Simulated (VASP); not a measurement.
TlBr:

```xyz
2
Lattice="3.9949 0.0000 0.0000 0.0000 3.9949 0.0000 0.0000 0.0000 3.9949" Properties=species:S:1:pos:R:3 pbc="T T T"
Tl    0.0000    0.0000    0.0000
Br    1.9975    1.9975    1.9975
```

Base run:

| Property | Result |
| --- | --- |
| Program | VASP 6.6.1 |
| Functional | PBE |
| Potentials or basis | VASP PAW PBE potentials, release 64 (Tl_d, Br) |
| Cutoff | 500 eV |
| k mesh | 4 × 4 × 4 |
| Occupations | methfessel-paxton, width 0.2 eV |
| Spin | no spin polarisation |

Its results: band gap on the k mesh 1.88 eV; pressure 1.0 GPa.

Problem. The run is repeated on the same cell with these changes: k mesh from 4 × 4 × 4 to 2 × 2 × 2; occupations from methfessel-paxton, width 0.2 eV to gaussian, width 0.01 eV. What comes out?

Solution. Band gap on the k mesh 1.76 eV; pressure 4.2 GPa.

Caveats: some runs use coarse meshes; spin-orbit coupling is left out, which moves the levels of the heavy elements.

A k mesh can miss the band edges.
